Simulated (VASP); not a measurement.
# P in VASP: a series of runs, part 2 of 2

VASP 6.6.1.

## (3) Single point, r2SCAN (uniaxial y strain +4.0%)

Input file POSCAR:

```
P
1.0
    4.6275012813      0.0000000000      0.0000000000
    0.0000000000      3.4235422537      0.0000000000
    0.0000000000      0.0000000000     27.8195791164
P
4
Direct
    0.0929787652      0.0000000000      0.3787385399
    0.4070212348      0.5000000000      0.3787385399
    0.5929787652      0.5000000000      0.3042336906
    0.9070212348      0.0000000000      0.3042336906
```

Input file INCAR.step1:

```
SYSTEM = P
PREC = Accurate
ENCUT = 520
ISMEAR = 0
SIGMA = 0.01
LREAL = .FALSE.
LASPH = .TRUE.
NELM = 60
LDIPOL = .TRUE.
IDIPOL = 3
DIPOL = 0.5 0.5 0.341
NBANDS = 18
GGA = PE
ALGO = Normal
EDIFF = 1E-4
LWAVE = .TRUE.
LCHARG = .FALSE.
```

Input file INCAR.step2:

```
SYSTEM = P
PREC = Accurate
ENCUT = 520
EDIFF = 1E-7
ISMEAR = 0
SIGMA = 0.01
LREAL = .FALSE.
LASPH = .TRUE.
NELM = 60
ALGO = Normal
ISIF = 2
LWAVE = .FALSE.
LCHARG = .TRUE.
LDIPOL = .TRUE.
IDIPOL = 3
DIPOL = 0.5 0.5 0.341
METAGGA = R2SCAN
LMIXTAU = .TRUE.
LELF = .TRUE.
LVHAR = .TRUE.
LVACPOTAV = .TRUE.
NBANDS = 18
ISTART = 1
```

Input file KPOINTS:

```
Automatic mesh
0
G
  6 8 1
  0 0 0
```

Potentials or basis: VASP PAW PBE potentials, release 64 (P).

Command:

```bash
cat potpaw_PBE.64/P/POTCAR > POTCAR
cp INCAR.step1 INCAR
mpirun -np 1 vasp_std > vasp.out
cp INCAR.step2 INCAR
mpirun -np 1 vasp_std > vasp.out
```

OUTCAR:

```text
SYSTEM = P
   PREC = Accurate
   ENCUT = 520
   EDIFF = 1E-7
   ISMEAR = 0
   LREAL = .FALSE.
   LASPH = .TRUE.
   NELM = 60
   ISIF = 2
   METAGGA = R2SCAN
   ISTART = 1

 ion  position               nearest neighbor table
   1  0.093  0.000  0.379-   4 2.24   2 2.25   2 2.25
   2  0.407  0.500  0.379-   3 2.24   1 2.25   1 2.25
   3  0.593  0.500  0.304-   2 2.24   4 2.25   4 2.25
   4  0.907  0.000  0.304-   1 2.24   3 2.25   3 2.25

  LATTYP: Found a simple orthorhombic cell.
 ALAT       =     3.4235422537
 B/A-ratio  =     1.3516705618
 C/A-ratio  =     8.1259634188

  Lattice vectors:

 A1 = (   0.0000000000,  -3.4235422537,   0.0000000000)
 A2 = (   4.6275012813,   0.0000000000,   0.0000000000)
 A3 = (   0.0000000000,   0.0000000000,  27.8195791164)

Analysis of symmetry for initial positions (statically):
=====================================================================
 Subroutine PRICEL returns:
 Original cell was already a primitive cell.

 Routine SETGRP: Setting up the symmetry group for a
[... 178 lines left out ...]
 fundamental gap:      1.3198255895
 Fermi energy:        -3.1887735025

 k-point     1 :       0.0000    0.0000    0.0000
  band No.  band energies     occupation
      1     -18.8717      2.00000
      2     -16.1901      2.00000
      3     -13.0048      2.00000
      4      -9.1060      2.00000
      5      -8.0462      2.00000
      6      -7.7950      2.00000
[... 397 lines left out ...]
      5      -8.4372      2.00000
      6      -8.4372      2.00000
[... 10 lines left out ...]
     17       3.6564      0.00000
     18       3.6564      0.00000

------------------------ aborting loop because EDIFF is reached ----------------------------------------

 vacuum level on the upper side and lower side of the slab       (xc-potential included)        -0.003        -0.003

  FORCE on cell =-STRESS in cart. coord.  units (eV):
  Direction    XX          YY          ZZ          XY          YZ          ZX
  --------------------------------------------------------------------------------------
  -------------------------------------------------------------------------------------
  Total       -0.9521023     -4.2733071     -0.2590830      0.0000000      0.0000000     -0.0000000
  in kB       -3.4611578    -15.5346649     -0.9418389      0.0000000      0.0000000     -0.0000000
  external PRESSURE =      -6.6458872 kB  Pullay stress =       0.0000000 kB

 VOLUME and BASIS-vectors are now :
 -----------------------------------------------------------------------------
  energy-cutoff  :      520.00
  volume of cell :      440.73
      direct lattice vectors                 reciprocal lattice vectors
     4.627501281  0.000000000  0.000000000     0.216099346  0.000000000  0.000000000
     0.000000000  3.423542254  0.000000000     0.000000000  0.292095124  0.000000000
     0.000000000  0.000000000 27.819579116     0.000000000  0.000000000  0.035945907

 POSITION                                       TOTAL-FORCE (eV/Angst)
 -----------------------------------------------------------------------------------
      0.43026      0.00000     10.53635         0.051804     -0.000000     -0.058242
      1.88349      1.71177     10.53635        -0.051804     -0.000000     -0.058242
      2.74401      1.71177      8.46365         0.051804     -0.000000      0.058242
      4.19724      0.00000      8.46365        -0.051804      0.000000      0.058242
 -----------------------------------------------------------------------------------
    total drift:                                0.000000      0.000000     -0.000030

  FREE ENERGIE OF THE ION-ELECTRON SYSTEM (eV)
  ---------------------------------------------------
  free  energy   TOTEN  =       -35.6996142753 eV

  energy  without entropy=      -35.6996142753  energy(sigma->0) =      -35.69961428

 vacuum level on the upper side and lower side of the slab         1.941         1.941
```

OSZICAR.step1:

```text
N       E                     dE             d eps       ncg     rms          rms(c)
DAV:   1     0.140201419866E+03    0.14020E+03   -0.56653E+03   720   0.734E+02
DAV:   2    -0.236002808495E+01   -0.14256E+03   -0.13406E+03  1146   0.138E+02
DAV:   3    -0.211327349574E+02   -0.18773E+02   -0.18690E+02   946   0.588E+01
DAV:   4    -0.215620050055E+02   -0.42927E+00   -0.42827E+00   988   0.114E+01
DAV:   5    -0.215765064021E+02   -0.14501E-01   -0.14498E-01  1100   0.199E+00    0.984E+00
DAV:   6    -0.214588328019E+02    0.11767E+00   -0.60145E-02   958   0.116E+00    0.588E+00
DAV:   7    -0.214004298972E+02    0.58403E-01   -0.11519E-01   954   0.166E+00    0.235E-01
DAV:   8    -0.214005089552E+02   -0.79058E-04   -0.66405E-03   978   0.437E-01    0.840E-02
DAV:   9    -0.214004493600E+02    0.59595E-04   -0.28987E-04  1086   0.971E-02
   1 F= -.21400449E+02 E0= -.21400449E+02  d E =-.113971E-16
```

Run time: 8.1 min. Hardware: 1 thread of Intel Xeon 6975P-C (Granite Rapids), shared host; peak memory 0.58 GiB.

Results:

- Free energy: -35.6996 eV
- Largest force: 0.078 eV/Å
- Band gap on the k mesh: 1.32 eV
- Ionisation potential of the upper face: 5.23 eV

Forces in eV/Å, atoms in the order of the input:
```
P    0.052  0.000 -0.058
P   -0.052  0.000 -0.058
P    0.052  0.000  0.058
P   -0.052  0.000  0.058
```

Caveat: the cell differs from its parent crystal (uniaxial y strain +4.0%); the PAW data sets were made with another functional, which shifts forces and pressure a little.

## (4) Single point, HSE06

This run uses another cell than the first one.

Input file POSCAR:

```
P
1.0
    4.6275012813      0.0000000000      0.0000000000
    0.0000000000      3.2918675517      0.0000000000
    0.0000000000      0.0000000000     27.8195791164
P
4
Direct
    0.0912381700      0.0000000000      0.3789328400
    0.4087618300      0.5000000000      0.3789328400
    0.5912381700      0.5000000000      0.3040393905
    0.9087618300      0.0000000000      0.3040393905
```

Input file INCAR.step1:

```
SYSTEM = P
ALGO = Normal
DIPOL = 0.5 0.5 0.341
EDIFF = 1E-5
ENCUT = 520
GGA = PE
IDIPOL = 3
ISIF = 2
ISMEAR = 0
LASPH = .TRUE.
LDIPOL = .TRUE.
LREAL = .FALSE.
LWAVE = .TRUE.
NBANDS = 18
NELM = 60
PREC = Accurate
SIGMA = 0.01
```

Input file INCAR.step2:

```
SYSTEM = P
ALGO = Normal
DIPOL = 0.5 0.5 0.341
EDIFF = 1E-6
ENCUT = 520
GGA = PE
HFSCREEN = 0.2079
IDIPOL = 3
ISIF = 2
ISMEAR = 0
ISTART = 1
LASPH = .TRUE.
LCHARG = .TRUE.
LDIPOL = .TRUE.
LELF = .TRUE.
LHFCALC = .TRUE.
LREAL = .FALSE.
LVACPOTAV = .TRUE.
LVHAR = .TRUE.
LWAVE = .FALSE.
NBANDS = 18
NELM = 60
PREC = Accurate
PRECFOCK = Normal
SIGMA = 0.01
```

Input file KPOINTS:

```
k-points
0
G
  4 6 1
  0 0 0
```

Command:

```bash
cat potpaw_PBE.64/P/POTCAR > POTCAR
cp INCAR.step1 INCAR
mpirun -np 1 vasp_std > vasp.out
cp INCAR.step2 INCAR
mpirun -np 1 vasp_std > vasp.out
```

Run time: 58 min. Hardware: 1 thread of Intel Xeon Platinum 8375C at 2.90GHz (Ice Lake), shared host; peak memory 0.64 GiB.

Results (log left out):

* Free energy: -25.7128 eV
* Largest force: 0.185 eV/Å
* Band gap on the k mesh: 1.61 eV

Forces on the atoms (eV/Å):
```
P    0.011  0.000 -0.184
P   -0.011  0.000 -0.184
P    0.011  0.000  0.184
P   -0.011  0.000  0.184
```

Levels at points of the mesh, in eV from the valence-band top:
| k point | band 8 | band 9 | band 10 | band 11 | band 12 | band 13 |
| --- | --- | --- | --- | --- | --- | --- |
| (0.00, 0.00, 0.00) | -2.00 | -1.79 | 0.00 | 1.61 | 2.32 | 3.54 |
| (0.50, 0.00, 0.00) | -2.86 | -1.46 | -1.46 | 2.88 | 2.88 | 4.55 |
| (0.00, 0.50, 0.00) | -3.05 | -2.14 | -2.14 | 1.97 | 1.97 | 2.96 |
| (0.50, 0.50, 0.00) | -5.03 | -1.23 | -1.23 | 3.16 | 3.16 | 4.75 |

Caveat: the PAW data sets were made with another functional, which shifts forces and pressure a little.

## (5) Overview

| level | cell | k mesh | grid for exact exchange (PRECFOCK) | share of exact exchange | screening parameter | gap on the mesh (eV) | largest force (eV/Å) |
| --- | --- | --- | --- | --- | --- | --- | --- |
| r2SCAN | a = 4.628, b = 3.391, c = 27.820 Å, 4 atoms, atomic positions A | 6 × 8 × 1 | - | - | - | 1.30 | 0.09 |
| r2SCAN | a = 4.628, b = 3.424, c = 27.820 Å, 4 atoms, atomic positions A | 6 × 8 × 1 | - | - | - | 1.32 | 0.08 |
| HSE06 | a = 4.628, b = 3.292, c = 27.820 Å, 4 atoms, atomic positions B | 4 × 6 × 1 | Normal | 0.25 | 0.2079 1/Å | 1.61 | 0.18 |

Alike in all rows: task single point; potentials or basis VASP PAW PBE potentials, release 64 (P); no spin polarisation; cutoff (eV) 520; smearing gaussian 0.01 eV.

Caveats: the PAW data sets were made with another functional, which shifts forces and pressure a little.

Total energies depend on the potentials used, so only differences within one code and one set of settings carry meaning.
